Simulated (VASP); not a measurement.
ZnS (rocksalt type):

```
CELL_PARAMETERS angstrom
0.00000 2.32576 2.32576
2.32576 0.00000 2.32576
2.32576 2.32576 0.00000
ATOMIC_POSITIONS crystal
Zn 0.00000 0.00000 0.00000
S 0.50000 0.50000 0.50000
```

```yaml
Program: VASP 6.6.1
Task: relaxation of cell and atoms
Functional: LDA
Potentials_or_basis: VASP PAW LDA potentials, release 64 (Zn, S)
Cutoff: 500 eV
k_mesh: 16 × 16 × 16
Occupations: fermi-dirac, width 0.08 eV
Spin: no spin polarisation
```

At the start: pressure 33.6 GPa; volume 12.58 Å³/atom.

Q: How do energy, volume and symmetry change on relaxing?

A: Over 18 steps the energy falls by 242.6 meV/atom and the volume is 15.35 Å³/atom (+22.0 %); space group Fm-3m (No. 225, to 0.05 Å).

The path:
```csv
step,energy change (eV),largest force (eV/Å),pressure (GPa),volume (Å³)
1,0.0000,0.0000,33.62,25.16
2,-0.2473,0.0000,-12.21,36.05
3,-0.4851,0.0000,-0.25,30.75
4,-0.4851,0.0000,0.22,30.63
5,-0.4851,0.0000,0.19,30.63
6,-0.4851,0.0000,0.18,30.63
7,-0.4851,0.0000,0.19,30.63
8,-0.4851,0.0000,0.18,30.63
9,-0.4851,0.0000,0.18,30.63
10,-0.4851,0.0000,0.18,30.63
11,-0.4851,0.0000,0.18,30.63
12,-0.4851,0.0000,0.18,30.63
13,-0.4851,0.0000,0.17,30.64
14,-0.4851,0.0000,0.16,30.64
15,-0.4851,0.0000,0.14,30.64
16,-0.4851,0.0000,0.12,30.65
17,-0.4851,0.0000,0.08,30.67
18,-0.4852,0.0000,-0.04,30.70
```

Final structure:
```yaml
crystal:
  lattice:
    - [0.00000, 2.48523, 2.48523]
    - [2.48523, 0.00000, 2.48523]
    - [2.48523, 2.48523, 0.00000]
  atoms:
    - { symbol: Zn, position: [0.00000, 0.00000, 0.00000] }
    - { symbol: S, position: [0.50000, 0.50000, 0.50000] }
```

Caveat: the volume moved by over 15 % at a fixed basis, so the end points are rough.
